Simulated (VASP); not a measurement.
The system is AgSn2SeI3.

```
Ag Sn Se I
1.0
     5.46731    0.00000    0.00000
    -2.73366    4.73483    0.00000
     0.00000    0.00000    9.30535
Ag Sn Se I
1 2 1 3
Cartesian
  0.0000 0.0000 4.6527
  0.0000 3.1566 0.0000
  2.7337 1.5783 0.0000
  0.0000 0.0000 0.0000
  3.2953 0.0000 4.6527
  -1.6477 2.8538 4.6527
  1.0860 1.8810 4.6527
```

The cell was built from a structure type or drawn by symmetry, and may not be a known phase.

```yaml
Program: VASP 6.6.1
Task: relaxation of cell and atoms
Functional: PBE
Potentials_or_basis: VASP PAW PBE potentials, release 64 (Ag, Sn_d, Se, I)
Cutoff: 600 eV
k_mesh: 3 × 3 × 2
Occupations: gaussian, width 0.15 eV
Spin: no spin polarisation
```

At the start: pressure 24.0 GPa; volume 34.41 Å³/atom.

Problem. How do energy, volume and symmetry change on relaxing?

Solution. Over 26 steps the energy falls by 1498.9 meV/atom and the volume is 32.65 Å³/atom (-5.1 %); space group P-62m (No. 189, to 0.1 Å) before and after.

The path:
| step | energy change (eV) | largest force (eV/Å) | pressure (GPa) | volume (Å³) |
| --- | --- | --- | --- | --- |
| 1 | 0.0000 | 7.2676 | 24.03 | 240.89 |
| 2 | -3.3917 | 0.4845 | -3.50 | 453.77 |
| 3 | -7.0702 | 0.3201 | -1.20 | 324.48 |
| 4 | -7.1064 | 0.2745 | -0.83 | 320.21 |
| 5 | -7.1287 | 0.1816 | -0.13 | 313.29 |
| 6 | -7.1280 | 0.2046 | -0.30 | 314.83 |
| 7 | -7.1472 | 0.1783 | -0.39 | 312.71 |
| 8 | -7.2040 | 0.1025 | -0.64 | 306.26 |
| 9 | -7.3384 | 0.0049 | -0.99 | 292.92 |
| 10 | -7.8300 | 0.1651 | -1.15 | 264.38 |
| 11 | -9.7661 | 1.3017 | 6.52 | 199.72 |
| 12 | -9.0046 | 0.6220 | 0.35 | 230.01 |
| 13 | -9.7526 | 1.0611 | 3.36 | 210.67 |
| 14 | -9.8235 | 1.1856 | 4.78 | 205.03 |
| 15 | -9.8119 | 1.2443 | 5.57 | 202.48 |
| 16 | -9.9845 | 1.0198 | 4.43 | 206.18 |
| 17 | -10.3159 | 0.5057 | 1.60 | 217.49 |
| 18 | -10.3804 | 0.0120 | -1.89 | 241.17 |
| 19 | -10.4271 | 0.1048 | -0.97 | 232.77 |
| 20 | -10.4289 | 0.1424 | -0.69 | 230.71 |
| 21 | -10.4493 | 0.1336 | -0.53 | 229.83 |
| 22 | -10.4849 | 0.1158 | 0.04 | 227.13 |
| 23 | -10.4876 | 0.1126 | 0.29 | 226.08 |
| 24 | -10.4876 | 0.1128 | 0.28 | 226.18 |
| 25 | -10.4899 | 0.0940 | 0.17 | 226.95 |
| 26 | -10.4921 | 0.0590 | -0.05 | 228.57 |

Final structure:
```
Ag Sn Se I
1.0
     7.16461    0.00000    0.00000
    -3.58231    6.20474    0.00000
     0.00000    0.00000    5.14171
Ag Sn Se I
1 2 1 3
Direct
  0.00000 0.00000 0.50000
  0.33333 0.66667 0.00000
  0.66667 0.33333 0.00000
  0.00000 0.00000 0.00000
  0.60397 0.00000 0.50000
  0.00000 0.60397 0.50000
  0.39603 0.39603 0.50000
```

Caveat: the k points lie up to 0.61 Å⁻¹ apart in the final cell, too coarse for converged energies and pressures of a metal; a cell axis changed by over 15 % at a fixed basis, so the end point is rough; the relaxation stopped at a loose force limit of 0.08 eV/Å, so its end isn't a converged minimum.
